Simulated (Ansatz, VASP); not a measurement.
## One calculation of CaSe, two programs

```
CELL_PARAMETERS angstrom
0.00000 2.96754 2.96754
3.02451 0.00000 2.96754
3.02451 2.96754 0.00000
ATOMIC_POSITIONS crystal
Ca 0.00000 0.00000 0.00000
Se 0.50000 0.50000 0.50000
```

Change from the starting cell: uniaxial_x strain +1.9%.

Alike in both runs: task single point; functional r2SCAN; k mesh 8 × 8 × 8; no spin polarisation.

|  | VASP | Ansatz |
| --- | --- | --- |
| version | VASP 6.6.1 | Ansatz 0.2.0 |
| potentials or method | VASP PAW PBE potentials, release 64 (Ca_sv, Se) | plane waves, PAW |
| plane-wave cutoff (eV) | 520 | 500 |
| occupations | gaussian, width 0.01 eV | fixed |
| valence electrons in the cell | 16 | 26 |

Ansatz gave:

```
gap on the k mesh at the Fermi level (eV)                     : 2.56
pressure (GPa)                                                : -0.9
traceless stress, the component that is largest in VASP (GPa) : -1.07
```

Q: Which values does VASP return?

A: gap on the k mesh at the Fermi level (eV): 2.56; pressure (GPa): -0.7; traceless stress, the component that is largest in VASP (GPa): -1.10.

VASP's potentials were made for PBE, not for r2SCAN. VASP's potentials hold 16 valence electrons a cell and Ansatz's 26, so a difference there can come from the potentials and not from the codes.
